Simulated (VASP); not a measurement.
# SnTe (P6_3mc) in VASP: a series of runs

SnTe is run at these levels: PBE; tasks: single point, relaxation of cell and atoms.

All numbers are computed with VASP 6.6.1; they aren't measurements. Logs are shortened: lines on timing, memory, paths and dates and some standing lists are left out, and cuts for length are marked.

### Step 1. The cell of the first run

Symmetry: P6_3mc, No. 186, hexagonal system. Conventional cell: a = 5.466 Å, b = 5.466 Å, c = 6.386 Å, α = 90.00°, β = 90.00°, γ = 120.00°. Within 4.1 Å of Sn (site symmetry 3m) lie 5 Te at 3.13 to 3.25 Å. Te (site symmetry 3m) has 5 Sn at 3.13 to 3.25 Å within 4.1 Å.

### Step 2. Single point, PBE

The input, INCAR:

```
SYSTEM = SnTe
PREC = Accurate
ENCUT = 520
EDIFF = 1E-6
ISMEAR = 0
SIGMA = 0.02
LREAL = .False.
LASPH = .True.
NELM = 100
ALGO = Normal
ISIF = 2
LWAVE = .False.
LCHARG = .False.
GGA = PE
NBANDS = 28
```

The input, KPOINTS:

```
Automatic mesh
0
Gamma
  5 5 3
  0 0 0
```

The input, POSCAR:

```
SnTe
1.0
    5.4663213124      0.0000000000      0.0000000000
   -2.7331606562      4.7339731218      0.0000000000
    0.0000000000      0.0000000000      6.3863629510
Sn Te
2 2
Direct
    0.3333333333      0.6666666667     -0.0576758086
    0.6666666667      0.3333333333      0.4423241914
    0.3333333333      0.6666666667      0.4326758086
    0.6666666667      0.3333333333      0.9326758086
```

Potentials or basis: VASP PAW PBE potentials, release 64 (Sn_d, Te).

Launch:

```bash
$ cat potpaw_PBE.64/Sn_d/POTCAR potpaw_PBE.64/Te/POTCAR > POTCAR
$ mpirun -np 1 vasp_std > vasp.out
```

OUTCAR:

```text
SYSTEM = SnTe
   PREC = Accurate
   ENCUT = 520
   EDIFF = 1E-6
   ISMEAR = 0
   LREAL = .False.
   LASPH = .True.
   NELM = 100
   ISIF = 2
   GGA = PE

 ion  position               nearest neighbor table
   1  0.333  0.667  0.942-   3 3.13   4 3.16   4 3.16   4 3.16   3 3.25
   2  0.667  0.333  0.442-   4 3.13   3 3.16   3 3.16   3 3.16   4 3.25
   3  0.333  0.667  0.433-   1 3.13   2 3.16   2 3.16   2 3.16   1 3.25
   4  0.667  0.333  0.933-   2 3.13   1 3.16   1 3.16   1 3.16   2 3.25

  LATTYP: Found a hexagonal cell.
 ALAT       =     5.4663213124
 C/A-ratio  =     1.1683109327

  Lattice vectors:

 A1 = (   5.4663213124,   0.0000000000,   0.0000000000)
 A2 = (  -2.7331606562,   4.7339731218,   0.0000000000)
 A3 = (   0.0000000000,   0.0000000000,   6.3863629510)

Analysis of symmetry for initial positions (statically):
=====================================================================
 Subroutine PRICEL returns:
 Original cell was already a primitive cell.

 Routine SETGRP: Setting up the symmetry group for a
 hexagonal supercell.

 Subroutine GETGRP returns: Found 12 space group operations
 (whereof  6 operations were pure point group operations)
 out of a pool of 24 trial point group operations.

The static configuration has the point symmetry C_3v.
 The point group associated with its full space group is C_6v.

Analysis of symmetry for dynamics (positions and initial velocities):
=====================================================================
 Subroutine PRICEL returns:
 Original cell was already a primitive cell.

 Routine SETGRP: Setting up the symmetry group for a
 hexagonal supercell.

 Subroutine GETGRP returns: Found 12 space group operations
 (whereof  6 operations were pure point group operations)
 out of a pool of 24 trial point group operations.

The dynamic configuration has the point symmetry C_3v.
 The point group associated with its full space group is C_6v.

 Subroutine INISYM returns: Found 12 space group operations
 (whereof  6 operations are pure point group operations),
 and found     1 'primitive' translations

----------------------------------------------------------------------------------------

                                     Primitive cell

  volume of cell :     165.2626

  direct lattice vectors                    reciprocal lattice vectors
     5.466321312  0.000000000  0.000000000     0.182938386  0.105619527  0.000000000
    -2.733160656  4.733973122  0.000000000     0.000000000  0.211239053  0.000000000
     0.000000000  0.000000000  6.386362951     0.000000000  0.000000000  0.156583647

  length of vectors
     5.466321312  5.466321312  6.386362951     0.211239053  0.211239053  0.156583647

  position of ions in fractional coordinates (direct lattice)
     0.333333333  0.666666667  0.942324191
     0.666666667  0.333333333  0.442324191
     0.333333333  0.666666667  0.432675809
     0.666666667  0.333333333  0.932675809

  ion indices of the primitive-cell ions
   primitive index   ion index
                 1           1
                 2           2
                 3           3
                 4           4

----------------------------------------------------------------------------------------

 KPOINTS: Automatic mesh

Automatic generation of k-mesh.
 Grid dimensions read from file:
 generate k-points for:    5    5    3

 Generating k-lattice:

  Cartesian coordinates                     Fractional coordinates (reciprocal lattice)
     0.036587677  0.021123905  0.000000000     0.200000000  0.000000000  0.000000000
     0.000000000  0.042247811  0.000000000     0.000000000  0.200000000  0.000000000
     0.000000000  0.000000000  0.052194549     0.000000000  0.000000000  0.333333333

  Length of vectors
     0.042247811  0.042247811  0.052194549

  Shift w.r.t. Gamma in fractional coordinates (k-lattice)
     0.000000000  0.000000000  0.000000000

 Subroutine IBZKPT returns following result:
 ===========================================

 Found     10 irreducible k-points:

 Following reciprocal coordinates:
            Coordinates               Weight
  0.000000  0.000000  0.000000      1.000000
  0.200000  0.000000  0.000000      6.000000
  0.400000  0.000000  0.000000      6.000000
  0.200000  0.200000  0.000000      6.000000
  0.400000  0.200000  0.000000      6.000000
  0.000000  0.000000  0.333333      2.000000
  0.200000  0.000000  0.333333     12.000000
  0.400000  0.000000  0.333333     12.000000
  0.200000  0.200000  0.333333     12.000000
  0.400000  0.200000  0.333333     12.000000
   k-points           NKPTS =     10   k-points in BZ     NKDIM =     10   number of bands    NBANDS=     28
   number of dos      NEDOS =    301   number of ions     NIONS =      4
   total plane-waves  NPLWV =  84672
   dimension x,y,z NGX =    42 NGY =   42 NGZ =   48
   dimension x,y,z NGXF=    84 NGYF=   84 NGZF=   96
   ions per type =               2   2
   NGX,Y,Z   is equivalent  to a cutoff of  12.77, 12.77, 12.50 a.u.
   NGXF,Y,Z  is equivalent  to a cutoff of  25.55, 25.55, 24.99 a.u.
 SYSTEM =  SnTe
   PREC   = accura    normal or accurate (medium, high low for compatibility)
   ISTART =      0    job   : 0-new  1-cont  2-samecut
   ICHARG =      2    charge: 1-file 2-atom 10-const
   ISPIN  =      1    spin polarized calculation?
   LNONCOLLINEAR =      F non collinear calculations
   LSORBIT =      F    spin-orbit coupling
   LASPH  =      T    aspherical Exc in radial PAW
   ENCUT  =  520.0 eV  38.22 Ry    6.18 a.u.  10.16 10.16 11.87*2*pi/ulx,y,z
   NELM   =    100;   NELMIN=  2; NELMDL= -5     # of ELM steps
   EDIFF  = 0.1E-05   stopping-criterion for ELM
   LREAL  =      F    real-space projection
   EDIFFG = 0.1E-04   stopping-criterion for IOM
   NSW    =      0    number of steps for IOM
   IBRION =     -1    ionic relax: 0-MD 1-quasi-New 2-CG
   NFREE  =      0    steps in history (QN), initial steepest desc. (CG)
   ISIF   =      2    stress and relaxation
   ISYM   =      2    0-nonsym 1-usesym 2-fastsym
   POTIM  = 0.5000    time-step for ionic-motion
   TEBEG  =    0.0;   TEEND  =   0.0 temperature during run
   PSTRESS=    0.0 pullay stress
   NELECT =      40.0000    total number of electrons
   NUPDOWN=      -1.0000    fix difference up-down
   EMIN   =  10.00;   EMAX   =-10.00  energy-range for DOS
   EFERMI =   0.00;   METHOD = LEGACY
   ISMEAR =     0;   SIGMA  =   0.02  broadening in eV -4-tet -1-fermi 0-gaus
   EFERMI_NEDOS =   21; number of points for ismear=-14 and -15
   IALGO  =     38    algorithm
   IMIX   =      4    mixing-type and parameters
     AMIX     =   0.40;   BMIX     =  1.00
     AMIX_MAG =   1.60;   BMIX_MAG =  1.00
  volume/ion in A,a.u.               =      41.32       278.81
  Fermi-wavevector in a.u.,A,eV,Ry     =   1.020242  1.927978 14.162227  1.040894
  Thomas-Fermi vector in A             =   2.153801
   LORBIT       =      0    0 simple, 1 ext, 2 COOP (PROOUT), +10 PAW based schemes
   GGA     = PE    functional components
   LHFCALC =     F    Hartree Fock is set to
   AEXX    =    0.0000 exact exchange contribution
   IVDW    =     0    specifies the selected vdW correction
   LEPSILON=     F    determine dielectric tensor
   LRPA    =     F    only Hartree local field effects (RPA)
 non-spin polarized calculation
 Gauss-broadening in eV      SIGMA  =   0.02
  energy-cutoff  :      520.00
  volume of cell :      165.26
 maximum number of plane-waves:      4465
 NGX is ok and might be reduce to    42
   NGX = 21   NGY = 21   NGZ = 23

 number of electron      39.9999996 magnetization

 Free energy of the ion-electron system (eV)
  ---------------------------------------------------
  ext. energy  EPLUGINS =         0.00000000
  ---------------------------------------------------
  free energy    TOTEN  =       -14.72782408 eV

  energy without entropy =      -14.72782408  energy(sigma->0) =      -14.72782408

 E-fermi :   4.0289     XC(G=0):  -7.9849

 val. band max:        3.8726389943   @ k =   0.4000   0.2000   0.0000
 cond. band min:       4.7874446860   @ k =   0.2000   0.0000   0.0000
 fundamental gap:      0.9148056917
 Fermi energy:         4.0288507016

 k-point     1 :       0.0000    0.0000    0.0000
  band No.  band energies     occupation
      1     -17.6237      2.00000
      2     -17.6237      2.00000
      3     -17.6233      2.00000
      4     -17.6233      2.00000
      5     -17.5989      2.00000
      6     -17.5951      2.00000
[... 20 lines left out ...]
     27       8.8964      0.00000
     28       8.8964      0.00000

 k-point     2 :       0.2000    0.0000    0.0000
  band No.  band energies     occupation
      1     -17.6246      2.00000
      2     -17.6237      2.00000
      3     -17.6234      2.00000
      4     -17.6225      2.00000
      5     -17.5973      2.00000
      6     -17.5954      2.00000
[... 20 lines left out ...]
     27       8.9163      0.00000
     28       9.2160      0.00000

 k-point     3 :       0.4000    0.0000    0.0000
  band No.  band energies     occupation
      1     -17.6257      2.00000
      2     -17.6237      2.00000
      3     -17.6233      2.00000
      4     -17.6215      2.00000
      5     -17.5959      2.00000
      6     -17.5941      2.00000
[... 20 lines left out ...]
     27       8.8186      0.00000
     28       9.3593      0.00000

 k-point     4 :       0.2000    0.2000    0.0000
  band No.  band energies     occupation
      1     -17.6251      2.00000
      2     -17.6244      2.00000
      3     -17.6232      2.00000
      4     -17.6216      2.00000
      5     -17.5960      2.00000
      6     -17.5948      2.00000
[... 20 lines left out ...]
     27       9.4227      0.00000
     28       9.4568      0.00000

 k-point     5 :       0.4000    0.2000    0.0000
  band No.  band energies     occupation
      1     -17.6254      2.00000
      2     -17.6244      2.00000
      3     -17.6235      2.00000
      4     -17.6210      2.00000
      5     -17.5963      2.00000
      6     -17.5928      2.00000
[... 20 lines left out ...]
     27       9.0024      0.00000
     28       9.2828      0.00000

 k-point     6 :       0.0000    0.0000    0.3333
  band No.  band energies     occupation
      1     -17.6239      2.00000
      2     -17.6239      2.00000
      3     -17.6237      2.00000
      4     -17.6237      2.00000
      5     -17.5958      2.00000
      6     -17.5931      2.00000
[... 20 lines left out ...]
     27       8.5606      0.00000
     28       9.7942      0.00000

 k-point     7 :       0.2000    0.0000    0.3333
  band No.  band energies     occupation
      1     -17.6243      2.00000
      2     -17.6237      2.00000
      3     -17.6236      2.00000
      4     -17.6230      2.00000
      5     -17.5949      2.00000
      6     -17.5934      2.00000
[... 20 lines left out ...]
     27       9.4835      0.00000
     28       9.9086      0.00000

 k-point     8 :       0.4000    0.0000    0.3333
  band No.  band energies     occupation
      1     -17.6249      2.00000
      2     -17.6239      2.00000
      3     -17.6230      2.00000
      4     -17.6221      2.00000
      5     -17.5938      2.00000
      6     -17.5936      2.00000
[... 20 lines left out ...]
     27       9.5600      0.00000
     28       9.6009      0.00000

 k-point     9 :       0.2000    0.2000    0.3333
  band No.  band energies     occupation
      1     -17.6245      2.00000
      2     -17.6241      2.00000
      3     -17.6231      2.00000
      4     -17.6222      2.00000
      5     -17.5939      2.00000
      6     -17.5937      2.00000
[... 20 lines left out ...]
     27       9.1565      0.00000
     28       9.6986      0.00000

 k-point    10 :       0.4000    0.2000    0.3333
  band No.  band energies     occupation
      1     -17.6247      2.00000
      2     -17.6242      2.00000
      3     -17.6229      2.00000
      4     -17.6217      2.00000
      5     -17.5940      2.00000
      6     -17.5935      2.00000
[... 20 lines left out ...]
     27       8.8574      0.00000
     28       8.9073      0.00000

------------------------ aborting loop because EDIFF is reached ----------------------------------------

  FORCE on cell =-STRESS in cart. coord.  units (eV):
  Direction    XX          YY          ZZ          XY          YZ          ZX
  --------------------------------------------------------------------------------------
  -------------------------------------------------------------------------------------
  Total        0.0367152      0.0367152      0.0308456      0.0000000      0.0000000     -0.0000000
  in kB        0.3559440      0.3559440      0.2990402      0.0000000      0.0000000     -0.0000000
  external PRESSURE =       0.3369760 kB  Pullay stress =       0.0000000 kB

 VOLUME and BASIS-vectors are now :
 -----------------------------------------------------------------------------
  energy-cutoff  :      520.00
  volume of cell :      165.26
      direct lattice vectors                 reciprocal lattice vectors
     5.466321312  0.000000000  0.000000000     0.182938386  0.105619527  0.000000000
    -2.733160656  4.733973122  0.000000000     0.000000000  0.211239053  0.000000000
     0.000000000  0.000000000  6.386362951     0.000000000  0.000000000  0.156583647

 POSITION                                       TOTAL-FORCE (eV/Angst)
 -----------------------------------------------------------------------------------
     -0.00000      3.15598      6.01802        -0.000000     -0.000000     -0.008994
      2.73316      1.57799      2.82484        -0.000000      0.000000     -0.008994
     -0.00000      3.15598      2.76322         0.000000     -0.000000      0.008994
      2.73316      1.57799      5.95641         0.000000     -0.000000      0.008994
 -----------------------------------------------------------------------------------
    total drift:                               -0.000000      0.000000     -0.000552

  FREE ENERGIE OF THE ION-ELECTRON SYSTEM (eV)
  ---------------------------------------------------
  free  energy   TOTEN  =       -14.7278240833 eV

  energy  without entropy=      -14.7278240833  energy(sigma->0) =      -14.72782408
```

Run time: 25 s. Hardware: 1 thread of Intel Xeon 6975P-C (Granite Rapids), shared host; peak memory 0.28 GiB.

Results:

| Item | Value |
| --- | --- |
| Free energy | -14.7278 eV |
| Pressure | 0.0 GPa |
| Largest force | 0.009 eV/Å |
| Band gap on the k mesh | 0.91 eV, indirect (least direct gap 1.36 eV) |

Forces in eV/Å, atoms in the order of the input:
```
Sn   0.000  0.000 -0.009
Sn   0.000  0.000 -0.009
Te   0.000  0.000  0.009
Te   0.000  0.000  0.009
```

Levels at points of the mesh, in eV from the valence-band top:
```
           k point  band 17  band 18  band 19  band 20  band 21  band 22  band 23  band 24
(0.00, 0.00, 0.00)    -3.03    -1.74    -1.59    -1.59     0.92     0.92     2.62     2.62
```

Caveat: spin-orbit coupling is left out, which moves the levels of the heavy elements. A k mesh can miss the band edges.

### Step 3. Relaxation of cell and atoms, PBE

The input, INCAR:

```
SYSTEM = SnTe
PREC = Accurate
ENCUT = 600
EDIFF = 1E-6
ISMEAR = 0
SIGMA = 0.02
LREAL = .False.
LASPH = .True.
NELM = 100
ALGO = Normal
ISIF = 3
LWAVE = .False.
LCHARG = .False.
GGA = PE
IBRION = 2
NSW = 80
EDIFFG = -0.02
```

The input, KPOINTS:

```
regular mesh
0
Gamma
  5 5 4
  0 0 0
```

POSCAR is that of step 2.

Potentials or basis: VASP PAW PBE potentials, release 64 (Sn_d, Te).

Launch:

```bash
$ cat potpaw_PBE.64/Sn_d/POTCAR potpaw_PBE.64/Te/POTCAR > POTCAR
$ mpirun -np 1 vasp_std > vasp.out
```

It took 2.9 min on 1 thread of Intel Xeon Platinum 8488C (Sapphire Rapids), shared host; peak memory 0.38 GiB.

It converged, with:

```yaml
Free_energy: -14.6631 eV
Relaxed_volume: 41.34 Å³/atom
Relaxed_cell: a = 5.427 Å, b = 5.427 Å, c = 6.483 Å, α = 90.00°, β = 90.00°, γ = 120.00°
Space_group_after_relaxing_to_0.05_Å: P6_3mc (No. 186)
Energy_gained_by_relaxing: 3.7 meV/atom
Ionic_steps: 3
Pressure_after_relaxing: -0.1 GPa
Largest_force_after_relaxing: 0.007 eV/Å
Band_gap_on_the_k_mesh: 0.84 eV, indirect (least direct gap 0.96 eV)
```

Forces in eV/Å, atoms in the order of the input:
```
Sn   0.000  0.000  0.007
Sn   0.000  0.000  0.007
Te   0.000  0.000 -0.007
Te   0.000  0.000 -0.007
```

The path:
```csv
step,energy change (eV),largest force (eV/Å),pressure (GPa),volume (Å³)
1,0.0000,0.0087,0.02,165.26
2,-0.0146,0.0089,-0.06,165.35
3,-0.0147,0.0074,-0.06,165.35
```

Final structure:
```cif
data_structure
_symmetry_space_group_name_H-M 'P 1'
_symmetry_Int_Tables_number 1
_cell_length_a 5.4270
_cell_length_b 5.4270
_cell_length_c 6.4827
_cell_angle_alpha 90.000
_cell_angle_beta 90.000
_cell_angle_gamma 120.000
_cell_volume 165.35
loop_
_atom_site_label
_atom_site_type_symbol
_atom_site_fract_x
_atom_site_fract_y
_atom_site_fract_z
_atom_site_occupancy
Sn1 Sn 0.33333 0.66667 0.94226 1
Sn2 Sn 0.66667 0.33333 0.44226 1
Te1 Te 0.33333 0.66667 0.43274 1
Te2 Te 0.66667 0.33333 0.93274 1
```

Levels at points of the mesh, in eV from the valence-band top:
```tsv
k point	band 16	band 17	band 18	band 19	band 20	band 21	band 22	band 23	band 24
(0.00, 0.00, 0.00)	-3.06	-3.06	-1.71	-1.71	-1.67	0.90	0.90	2.51	2.51
(0.00, 0.00, 0.50)	-2.45	-2.45	-2.45	-1.29	-1.29	1.42	1.42	1.42	1.42
```

Caveat: spin-orbit coupling is left out, which moves the levels of the heavy elements.
